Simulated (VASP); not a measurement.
# Li in VASP: a series of runs, part 2 of 2

VASP 6.6.1. The steps go on from the part before.

## (5) Single point, PBEsol (strain -0.030 along x and y, -0.015 along z)

INCAR reads:

```
SYSTEM = Li
PREC = Accurate
ENCUT = 520
EDIFF = 1E-7
ISMEAR = 0
SIGMA = 0.15
LREAL = .False.
LASPH = .True.
NELM = 80
ALGO = Fast
ISIF = 2
LWAVE = .False.
LCHARG = .True.
GGA = PS
LELF = .True.
LVHAR = .True.
NBANDS = 8
```

KPOINTS reads:

```
Automatic mesh
0
Gamma
  18 18 18
  0 0 0
```

POSCAR reads:

```
Li
1.0
    0.0000000000      2.1359400000      2.1689700000
    2.1359400000      0.0000000000      2.1689700000
    2.1359400000      2.1359400000      0.0000000000
Li
1
Direct
    0.0000000000      0.0000000000      0.0000000000
```

Potentials or basis: VASP PAW PBE potentials, release 64 (Li_sv).

The run is started by

```sh
$ cat potpaw_PBE.64/Li_sv/POTCAR > POTCAR
$ mpirun -np 1 vasp_std > vasp.out
```

OUTCAR:

```text
SYSTEM = Li
   PREC = Accurate
   ENCUT = 520
   EDIFF = 1E-7
   ISMEAR = 0
   LREAL = .False.
   LASPH = .True.
   NELM = 80
   ISIF = 2
   GGA = PS

 ion  position               nearest neighbor table
   1  0.000  0.000  0.000-

  LATTYP: Found a body centered tetragonal cell.
 ALAT       =     3.0206753164
 C/A-ratio  =     1.4360828443

  Lattice vectors:

 A1 = (  -2.1359400000,   0.0000000000,   2.1689700000)
 A2 = (   2.1359400000,   0.0000000000,   2.1689700000)
 A3 = (   0.0000000000,   2.1359400000,  -2.1689700000)

Analysis of symmetry for initial positions (statically):
=====================================================================
 Subroutine PRICEL returns:
 Original cell was already a primitive cell.

 Routine SETGRP: Setting up the symmetry group for a
 body centered tetragonal supercell.

 Subroutine GETGRP returns: Found 16 space group operations
 (whereof 16 operations were pure point group operations)
 out of a pool of 16 trial point group operations.

The static configuration has the point symmetry D_4h.

Analysis of symmetry for dynamics (positions and initial velocities):
=====================================================================
 Subroutine PRICEL returns:
 Original cell was already a primitive cell.

 Routine SETGRP: Setting up the symmetry group for a
 body centered tetragonal supercell.

 Subroutine GETGRP returns: Found 16 space group operations
 (whereof 16 operations were pure point group operations)
 out of a pool of 16 trial point group operations.

The dynamic configuration has the point symmetry D_4h.

 Subroutine INISYM returns: Found 16 space group operations
 (whereof 16 operations are pure point group operations),
 and found     1 'primitive' translations

----------------------------------------------------------------------------------------

[... 111 lines left out ...]
  volume/ion in A,a.u.               =      19.79       133.55
  Fermi-wavevector in a.u.,A,eV,Ry     =   0.872894  1.649530 10.366870  0.761943
  Thomas-Fermi vector in A             =   1.992208
   LORBIT       =      0    0 simple, 1 ext, 2 COOP (PROOUT), +10 PAW based schemes
   GGA     = PS    functional components
   LHFCALC =     F    Hartree Fock is set to
   AEXX    =    0.0000 exact exchange contribution
   IVDW    =     0    specifies the selected vdW correction
   LEPSILON=     F    determine dielectric tensor
   LRPA    =     F    only Hartree local field effects (RPA)
 non-spin polarized calculation
 RMM-DIIS sequential band-by-band and
 Gauss-broadening in eV      SIGMA  =   0.15
  energy-cutoff  :      520.00
  volume of cell :       19.79
 maximum number of plane-waves:       548
   NGX = 11   NGY = 11   NGZ = 11

 number of electron       2.9999994 magnetization

 Free energy of the ion-electron system (eV)
  ---------------------------------------------------
  ext. energy  EPLUGINS =         0.00000000
  ---------------------------------------------------
  free energy    TOTEN  =        -1.97065318 eV

  energy without entropy =       -1.96613191  energy(sigma->0) =       -1.96839255

 E-fermi :   0.6998     XC(G=0):  -7.0764

 val. band max:        0.6977816709   @ k =   0.5000   0.3333   0.1111
 cond. band min:       0.7094502053   @ k =   0.5000   0.0556   0.2222
 fundamental gap:      0.0116685344
 Fermi energy:         0.6998075960

 k-point     1 :       0.0000    0.0000    0.0000
  band No.  band energies     occupation
      1     -45.1800      2.00000
      2      -2.8919      2.00000
      3      15.3042      0.00000
      4      15.3042      0.00000
      5      15.3209      0.00000
      6      19.1594      0.00000
      7      19.2137      0.00000
      8      19.2137      0.00000
[... 243 lines left out ...]
 k-point    24 :      -0.2222    0.0556    0.0000
  band No.  band energies     occupation
      1     -45.1697      2.00000
      2      -1.7941      2.00000
      3       9.0832      0.00000
      4      12.9988      0.00000
      5      14.7744      0.00000
      6      18.6239      0.00000
      7      19.4725      0.00000
      8      20.0941      0.00000

 [... further k-points ...]

------------------------ aborting loop because EDIFF is reached ----------------------------------------

  FORCE on cell =-STRESS in cart. coord.  units (eV):
  Direction    XX          YY          ZZ          XY          YZ          ZX
  --------------------------------------------------------------------------------------
  -------------------------------------------------------------------------------------
  Total        0.0272853      0.0272853      0.0149752      0.0000000     -0.0000000      0.0000000
  in kB        2.2089058      2.2089058      1.2123332      0.0000000     -0.0000000      0.0000000
  external PRESSURE =       1.8767149 kB  Pullay stress =       0.0000000 kB

 VOLUME and BASIS-vectors are now :
 -----------------------------------------------------------------------------
  energy-cutoff  :      520.00
  volume of cell :       19.79
      direct lattice vectors                 reciprocal lattice vectors
     0.000000000  2.135940000  2.168970000    -0.234088973  0.234088973  0.230524166
     2.135940000  0.000000000  2.168970000     0.234088973 -0.234088973  0.230524166
     2.135940000  2.135940000  0.000000000     0.234088973  0.234088973 -0.230524166

 POSITION                                       TOTAL-FORCE (eV/Angst)
 -----------------------------------------------------------------------------------
      0.00000      0.00000      0.00000         0.000000      0.000000      0.000000
 -----------------------------------------------------------------------------------
    total drift:                                0.000000      0.000000     -0.000000

  FREE ENERGIE OF THE ION-ELECTRON SYSTEM (eV)
  ---------------------------------------------------
  free  energy   TOTEN  =        -1.9706531829 eV

  energy  without entropy=       -1.9661319139  energy(sigma->0) =       -1.96839255
```

Wall time 30 s (1 thread of Intel Xeon 6975P-C (Granite Rapids), shared host); peak memory 0.17 GiB.

What came out:

```yaml
Free_energy: -1.9707 eV
Band_gap_on_the_k_mesh: zero (an odd number of electrons rules out a gap without spin polarisation)
```

Levels at points of the mesh, in eV from the Fermi level:
| k point | band 1 | band 2 | band 3 | band 4 | band 5 | band 6 |
| --- | --- | --- | --- | --- | --- | --- |
| (0.00, 0.00, 0.00) | -45.88 | -3.59 | 14.60 | 14.60 | 14.62 | 18.46 |
| (0.50, 0.00, 0.00) | -45.86 | -0.03 | 3.01 | 12.71 | 12.99 | 16.64 |
| (0.50, 0.50, 0.00) | -45.85 | 1.41 | 4.66 | 8.72 | 8.72 | 10.92 |
| (0.50, 0.00, 0.50) | -45.85 | 1.61 | 4.86 | 8.46 | 8.54 | 10.70 |

Caveat: the cell differs from its parent crystal (strain -0.030 along x and y, -0.015 along z); the cutoff is under 1.25 times the usual one of these potentials, so pressure, stress and relaxed cells hold a basis-set (Pulay) error; the PAW data sets were made with another functional, which shifts forces and pressure a little.

## (6) Single point, PBEsol (strain -0.030 along x and y, +0.000 along z)

INCAR reads:

```
SYSTEM = Li
PREC = Accurate ; ENCUT = 520
EDIFF = 1E-6 ; ISMEAR = 0
SIGMA = 0.15 ; LREAL = .FALSE.
LASPH = .TRUE. ; NELM = 60
ALGO = Normal ; ISIF = 2
LWAVE = .FALSE. ; LCHARG = .FALSE.
GGA = PS ; NBANDS = 8
```

KPOINTS reads:

```
Automatic mesh
0
G
  18 18 18
  0 0 0
```

POSCAR reads:

```
Li
1.0
    0.0000000000      2.1359400000      2.2020000000
    2.1359400000      0.0000000000      2.2020000000
    2.1359400000      2.1359400000      0.0000000000
Li
1
Direct
    0.0000000000      0.0000000000      0.0000000000
```

Potentials or basis: VASP PAW PBE potentials, release 64 (Li_sv).

The run is started by

```sh
$ cat potpaw_PBE.64/Li_sv/POTCAR > POTCAR
$ mpirun -np 1 vasp_std > vasp.out
```

OUTCAR:

```text
SYSTEM = Li
   PREC = Accurate
   ENCUT = 520
   EDIFF = 1E-6
   ISMEAR = 0
   LREAL = .FALSE.
   LASPH = .TRUE.
   NELM = 60
   ISIF = 2
   GGA = PS

 ion  position               nearest neighbor table
   1  0.000  0.000  0.000-

  LATTYP: Found a body centered tetragonal cell.
 ALAT       =     3.0206753164
 C/A-ratio  =     1.4579521262

  Lattice vectors:

 A1 = (  -2.1359400000,   0.0000000000,   2.2020000000)
 A2 = (   2.1359400000,   0.0000000000,   2.2020000000)
 A3 = (   0.0000000000,   2.1359400000,  -2.2020000000)

Analysis of symmetry for initial positions (statically):
=====================================================================
 Subroutine PRICEL returns:
 Original cell was already a primitive cell.

 Routine SETGRP: Setting up the symmetry group for a
 body centered tetragonal supercell.

 Subroutine GETGRP returns: Found 16 space group operations
 (whereof 16 operations were pure point group operations)
 out of a pool of 16 trial point group operations.

The static configuration has the point symmetry D_4h.

Analysis of symmetry for dynamics (positions and initial velocities):
=====================================================================
 Subroutine PRICEL returns:
 Original cell was already a primitive cell.

 Routine SETGRP: Setting up the symmetry group for a
 body centered tetragonal supercell.

 Subroutine GETGRP returns: Found 16 space group operations
 (whereof 16 operations were pure point group operations)
 out of a pool of 16 trial point group operations.

The dynamic configuration has the point symmetry D_4h.

 Subroutine INISYM returns: Found 16 space group operations
 (whereof 16 operations are pure point group operations),
 and found     1 'primitive' translations

----------------------------------------------------------------------------------------

                                     Primitive cell

  volume of cell :      20.0921

  direct lattice vectors                    reciprocal lattice vectors
     0.000000000  2.135940000  2.202000000    -0.234088973  0.234088973  0.227066303
     2.135940000  0.000000000  2.202000000     0.234088973 -0.234088973  0.227066303
     2.135940000  2.135940000  0.000000000     0.234088973  0.234088973 -0.227066303

  length of vectors
     3.067742441  3.067742441  3.020675316     0.401440407  0.401440407  0.401440407

  position of ions in fractional coordinates (direct lattice)
     0.000000000  0.000000000  0.000000000

  ion indices of the primitive-cell ions
   primitive index   ion index
                 1           1

----------------------------------------------------------------------------------------

 KPOINTS: Automatic mesh

Automatic generation of k-mesh.
 Grid dimensions read from file:
 generate k-points for:   18   18   18

 Generating k-lattice:

  Cartesian coordinates                     Fractional coordinates (reciprocal lattice)
    -0.013004943  0.013004943  0.012614795     0.055555556 -0.000000000  0.000000000
     0.013004943 -0.013004943  0.012614795    -0.000000000  0.055555556  0.000000000
     0.013004943  0.013004943 -0.012614795     0.000000000  0.000000000  0.055555556

  Length of vectors
     0.022302245  0.022302245  0.022302245

  Shift w.r.t. Gamma in fractional coordinates (k-lattice)
     0.000000000  0.000000000  0.000000000

 Subroutine IBZKPT returns following result:
 ===========================================

 Found    480 irreducible k-points:

 Following reciprocal coordinates:
            Coordinates               Weight
  0.000000  0.000000  0.000000      1.000000
  0.055556  0.000000  0.000000      8.000000
  0.111111  0.000000  0.000000      8.000000
  0.166667  0.000000  0.000000      8.000000
  0.222222  0.000000  0.000000      8.000000
  0.277778  0.000000  0.000000      8.000000
[... 16 lines left out ...]
 -0.277778  0.055556  0.000000      8.000000
 -0.222222  0.055556  0.000000      8.000000
 [... further k-points ...]
   k-points           NKPTS =    480   k-points in BZ     NKDIM =    480   number of bands    NBANDS=      8
   number of dos      NEDOS =    301   number of ions     NIONS =      1
   total plane-waves  NPLWV =  13824
   dimension x,y,z NGX =    24 NGY =   24 NGZ =   24
   dimension x,y,z NGXF=    48 NGYF=   48 NGZF=   48
   ions per type =               1
   NGX,Y,Z   is equivalent  to a cutoff of  13.01, 13.01, 13.21 a.u.
   NGXF,Y,Z  is equivalent  to a cutoff of  26.01, 26.01, 26.42 a.u.
 SYSTEM =  Li
   PREC   = accura    normal or accurate (medium, high low for compatibility)
   ISTART =      0    job   : 0-new  1-cont  2-samecut
   ICHARG =      2    charge: 1-file 2-atom 10-const
   ISPIN  =      1    spin polarized calculation?
   LNONCOLLINEAR =      F non collinear calculations
   LSORBIT =      F    spin-orbit coupling
   LASPH  =      T    aspherical Exc in radial PAW
   ENCUT  =  520.0 eV  38.22 Ry    6.18 a.u.   5.70  5.70  5.62*2*pi/ulx,y,z
   NELM   =     60;   NELMIN=  2; NELMDL= -5     # of ELM steps
   EDIFF  = 0.1E-05   stopping-criterion for ELM
   LREAL  =      F    real-space projection
   EDIFFG = 0.1E-04   stopping-criterion for IOM
   NSW    =      0    number of steps for IOM
   IBRION =     -1    ionic relax: 0-MD 1-quasi-New 2-CG
   NFREE  =      0    steps in history (QN), initial steepest desc. (CG)
   ISIF   =      2    stress and relaxation
   ISYM   =      2    0-nonsym 1-usesym 2-fastsym
   POTIM  = 0.5000    time-step for ionic-motion
   TEBEG  =    0.0;   TEEND  =   0.0 temperature during run
   PSTRESS=    0.0 pullay stress
   NELECT =       3.0000    total number of electrons
   NUPDOWN=      -1.0000    fix difference up-down
   EMIN   =  10.00;   EMAX   =-10.00  energy-range for DOS
   EFERMI =   0.00;   METHOD = LEGACY
   ISMEAR =     0;   SIGMA  =   0.15  broadening in eV -4-tet -1-fermi 0-gaus
   EFERMI_NEDOS =   21; number of points for ismear=-14 and -15
   IALGO  =     38    algorithm
   IMIX   =      4    mixing-type and parameters
     AMIX     =   0.40;   BMIX     =  1.00
     AMIX_MAG =   1.60;   BMIX_MAG =  1.00
  volume/ion in A,a.u.               =      20.09       135.59
  Fermi-wavevector in a.u.,A,eV,Ry     =   0.868507  1.641241 10.262940  0.754305
  Thomas-Fermi vector in A             =   1.987196
   LORBIT       =      0    0 simple, 1 ext, 2 COOP (PROOUT), +10 PAW based schemes
   GGA     = PS    functional components
   LHFCALC =     F    Hartree Fock is set to
   AEXX    =    0.0000 exact exchange contribution
   IVDW    =     0    specifies the selected vdW correction
   LEPSILON=     F    determine dielectric tensor
   LRPA    =     F    only Hartree local field effects (RPA)
 non-spin polarized calculation
 Gauss-broadening in eV      SIGMA  =   0.15
  energy-cutoff  :      520.00
  volume of cell :       20.09
 maximum number of plane-waves:       555
   NGX = 11   NGY = 11   NGZ = 11

 number of electron       2.9999996 magnetization

 Free energy of the ion-electron system (eV)
  ---------------------------------------------------
  ext. energy  EPLUGINS =         0.00000000
  ---------------------------------------------------
  free energy    TOTEN  =        -1.97089304 eV

  energy without entropy =       -1.96625033  energy(sigma->0) =       -1.96857168

 E-fermi :   0.6557     XC(G=0):  -7.0392

 val. band max:        0.6500219027   @ k =   0.5000   0.0556   0.0000
 cond. band min:       0.6612451050   @ k =   0.5000   0.0000   0.0556
 fundamental gap:      0.0112232024
 Fermi energy:         0.6556593314

 k-point     1 :       0.0000    0.0000    0.0000
  band No.  band energies     occupation
      1     -45.2462      2.00000
      2      -2.9148      2.00000
      3      15.1068      0.00000
      4      15.1068      0.00000
      5      15.1343      0.00000
      6      18.9105      0.00000
      7      19.0186      0.00000
      8      19.0186      0.00000
[... 243 lines left out ...]
 k-point    24 :      -0.2222    0.0556    0.0000
  band No.  band energies     occupation
      1     -45.2364      2.00000
      2      -1.8168      2.00000
      3       8.9360      0.00000
      4      12.7363      0.00000
      5      14.6594      0.00000
      6      18.4349      0.00000
      7      19.4194      0.00000
      8      19.9959      0.00000

 [... further k-points ...]

------------------------ aborting loop because EDIFF is reached ----------------------------------------

  FORCE on cell =-STRESS in cart. coord.  units (eV):
  Direction    XX          YY          ZZ          XY          YZ          ZX
  --------------------------------------------------------------------------------------
  -------------------------------------------------------------------------------------
  Total        0.0043018      0.0043018     -0.0190258      0.0000000      0.0000000     -0.0000000
  in kB        0.3430286      0.3430286     -1.5171464      0.0000000      0.0000000     -0.0000000
  external PRESSURE =      -0.2770297 kB  Pullay stress =       0.0000000 kB

 VOLUME and BASIS-vectors are now :
 -----------------------------------------------------------------------------
  energy-cutoff  :      520.00
  volume of cell :       20.09
      direct lattice vectors                 reciprocal lattice vectors
     0.000000000  2.135940000  2.202000000    -0.234088973  0.234088973  0.227066303
     2.135940000  0.000000000  2.202000000     0.234088973 -0.234088973  0.227066303
     2.135940000  2.135940000  0.000000000     0.234088973  0.234088973 -0.227066303

 POSITION                                       TOTAL-FORCE (eV/Angst)
 -----------------------------------------------------------------------------------
      0.00000      0.00000      0.00000         0.000000      0.000000      0.000000
 -----------------------------------------------------------------------------------
    total drift:                               -0.000000      0.000000     -0.000000

  FREE ENERGIE OF THE ION-ELECTRON SYSTEM (eV)
  ---------------------------------------------------
  free  energy   TOTEN  =        -1.9708930351 eV

  energy  without entropy=       -1.9662503315  energy(sigma->0) =       -1.96857168
```

It took 18 s on 1 thread of Intel Xeon 6975P-C (Granite Rapids), shared host; peak memory 0.17 GiB.

Results:

```yaml
Free_energy: -1.9709 eV
Band_gap_on_the_k_mesh: zero (an odd number of electrons rules out a gap without spin polarisation)
```

Caveat: the cell differs from its parent crystal (strain -0.030 along x and y, +0.000 along z); the cutoff is under 1.25 times the usual one of these potentials, so pressure, stress and relaxed cells hold a basis-set (Pulay) error; the PAW data sets were made with another functional, which shifts forces and pressure a little.

## (7) The runs side by side

```tsv
cell	gap on the mesh (eV)
a = 3.067 Å, angles 60.0°, 1 atom	none
a = 3.161 Å, angles 60.0°, 1 atom	none
a = 3.208 Å, angles 60.0°, 1 atom	none
a = 3.044, b = 3.044, c = 3.021 Å, angles 60.3, 60.3, 59.5°, 1 atom	none
a = 3.068, b = 3.068, c = 3.021 Å, angles 60.5, 60.5, 59.0°, 1 atom	none
```

Alike in all rows: task single point; level PBEsol; potentials or basis VASP PAW PBE potentials, release 64 (Li_sv); no spin polarisation; k mesh 18 × 18 × 18; cutoff (eV) 520; smearing gaussian 0.15 eV.

Caveats: the cutoff is under 1.25 times the usual one of these potentials, so pressure, stress and relaxed cells hold a basis-set (Pulay) error; the PAW data sets were made with another functional, which shifts forces and pressure a little.

Absolute energies hang on the potentials; compare differences alone.
